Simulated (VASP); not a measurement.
**Si4C5: single point with PBE**

Slab: Si4C5, a slab with vacuum.

```
Si C
1.0
     3.09201    0.00000    0.00000
     0.00000    5.07382    0.00000
     0.00000    0.00000   18.96869
Si C
4 5
Cartesian
  0.0000 5.0507 4.0000
  1.5460 2.5138 4.8926
  1.5460 5.0417 6.7629
  0.0000 2.3596 7.3095
  0.0000 3.1436 4.0000
  1.5460 0.6066 4.8926
  1.5460 3.1713 6.7699
  0.0000 0.6282 7.4687
  1.0307 3.1652 8.5275
```

```
Program             : VASP 6.6.1
Task                : single point
Functional          : PBE
Potentials or basis : VASP PAW PBE potentials, release 64 (Si, C)
Cutoff              : 520 eV
k mesh              : 9 × 5 × 1
Occupations         : gaussian, width 0.05 eV
Spin                : collinear spin
Starting moments    : [0.0, 0.0, 0.0, 0.0, 0.0, 0.0, 0.0, 0.0, 2.0] μB
```

```yaml
Largest_force: 2.878 eV/Å
Net_moment: 0.30 μB per cell
Site_moments: Si +0.02, -0.00, +0.00, +0.01; C -0.01, +0.01, -0.06, +0.17 μB
Valence_electrons_inside_the_program's_atomic_spheres: Si 1.61, 1.62, 1.67, 1.81; C 2.39, 2.48, 2.56, 2.52, 2.19
```

Forces on the atoms (eV/Å):
```
Si  -0.041 -2.032  1.918
Si  -0.249  0.695 -2.782
Si  -0.010  0.086  0.237
Si  -1.714  0.023  1.484
C   -0.070  1.102  1.494
C    0.136  0.259 -0.939
C    0.522  0.234 -0.563
C    0.090 -1.521 -0.867
C    1.335  1.154  0.018
```

Levels at points of the mesh, in eV from the Fermi level:
Spin up:
```csv
k point,band 16,band 17,band 18,band 19,band 20,band 21
"(0.00, 0.00, 0.00)",-0.72,-0.63,-0.38,-0.09,1.04,2.61
```
Spin down:
```tsv
k point	band 16	band 17	band 18	band 19	band 20	band 21
(0.00, 0.00, 0.00)	-0.71	-0.60	-0.30	0.51	1.11	2.69
```

Wall time 9 min on 1 thread of Intel(R) Xeon(R) Platinum 8488C (Sapphire Rapids) (shared host), peak memory 0.63 GiB.
